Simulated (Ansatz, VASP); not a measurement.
**InSb: VASP beside Ansatz**

```
CELL_PARAMETERS angstrom
0.00000 3.27881 3.27881
3.27881 0.00000 3.27881
3.27881 3.27881 0.00000
ATOMIC_POSITIONS crystal
In 0.00000 0.00000 0.00000
Sb 0.75000 0.75000 0.75000
```

Alike in both runs: task relaxation of cell and atoms; functional r2SCAN; k mesh 12 × 12 × 12; occupations fermi-dirac, width 0.15 eV; no spin polarisation.

```csv
,VASP,Ansatz
version,VASP 6.6.1,Ansatz 0.2.0
potentials or method,"VASP PAW PBE potentials, release 64 (In_d, Sb), cutoff 600 eV","scalar-relativistic, plane waves, PAW"
valence electrons in the cell,18,28
```

|  | VASP | Ansatz | Ansatz less VASP |
| --- | --- | --- | --- |
| gap on the k mesh at the Fermi level, each at its own relaxed structure (eV) | none | none | - |
| relaxed volume (Å³/atom) | 35.26 | 35.26 | +0.004 |
| relaxed cell length with the largest relative difference (Å) | 4.637 | 4.638 | +0.0002 |

VASP's potentials were made for PBE, not for r2SCAN. A gap of «none» marks a metal or a gap that the smearing closes. VASP's potentials hold 18 valence electrons a cell and Ansatz's 28, so a difference there can come from the potentials and not from the codes.

Spin-orbit coupling is off throughout.
